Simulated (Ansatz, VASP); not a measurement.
## GaAs in VASP and in Ansatz

```xyz
2
Lattice="0.0000 2.7135 2.8331 2.7135 0.0000 2.8331 2.7135 2.7135 0.0000" Properties=species:S:1:pos:R:3 pbc="T T T"
Ga    0.0000    0.0000    0.0000
As    1.3568    1.3568    1.4165
```

Change from the starting cell: biaxial_xy strain -4.2%.

Alike in both runs: task single point; functional r2SCAN; k mesh 8 × 8 × 8; no spin polarisation.

|  | VASP | Ansatz |
| --- | --- | --- |
| version | VASP 6.6.1 | Ansatz 0.2.0 |
| potentials or method | VASP PAW PBE potentials, release 64 (Ga_d, As) | plane waves, PAW |
| plane-wave cutoff (eV) | 520 | 500 |
| occupations | gaussian, width 0.01 eV | fixed |
| valence electrons in the cell | 18 | 28 |

Ansatz gave:

```
gap on the k mesh at the Fermi level (eV)                     : 1.41
pressure (GPa)                                                : 7.6
traceless stress, the component that is largest in VASP (GPa) : -2.15
```

Problem. What did VASP give for the same quantities?

Solution. gap on the k mesh at the Fermi level (eV): 1.40; pressure (GPa): 7.7; traceless stress, the component that is largest in VASP (GPa): -2.14.

VASP's potentials were made for PBE, not for r2SCAN. VASP's potentials hold 18 valence electrons a cell and Ansatz's 28, so a difference there can come from the potentials and not from the codes.
